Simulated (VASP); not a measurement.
A run of VASP 6.6.1:

File INCAR:

```
SYSTEM = BaZrO3
ALGO = Normal
EDIFF = 1E-6
EDIFFG = -0.02
ENCUT = 520
GGA = PE
IBRION = 2
ISIF = 2
ISMEAR = -1
LASPH = .True.
LCHARG = .False.
LREAL = .False.
LWAVE = .False.
NELM = 100
NSW = 80
PREC = Accurate
SIGMA = 0.02
```

KPOINTS

```
k-points
0
Gamma
  5 5 5
  0 0 0
```

Contents of POSCAR:

```
BaZrO3
1.0
    4.1913400000      0.0000000000      0.0000000000
    0.0000000000      4.1913400000      0.0000000000
    0.0000000000      0.0000000000      4.1913400000
Ba Zr O
1 1 3
Direct
    0.0000000000      0.0000000000      0.0000000000
    0.5000000000      0.5000000000      0.5000000000
    0.0000000000      0.5000000000      0.5000000000
    0.5000000000      0.0000000000      0.5000000000
    0.5000000000      0.5000000000      0.0000000000
```

Potentials or basis: VASP PAW PBE potentials, release 64 (Ba_sv, Zr_sv, O).

Command:

```console
$ cat potpaw_PBE.64/Ba_sv/POTCAR potpaw_PBE.64/Zr_sv/POTCAR potpaw_PBE.64/O/POTCAR > POTCAR
$ mpirun -np 1 vasp_std > vasp.out
```

Hardware: 1 thread of Intel(R) Xeon(R) Platinum 8488C (Sapphire Rapids) (shared host).

Q: Estimate the wall time of this run.

A: It took 12 s on 1 thread of Intel(R) Xeon(R) Platinum 8488C (Sapphire Rapids), on a shared host, peak memory 0.18 GiB. Counts: scf iterations 14, k points 10, ion steps 1.
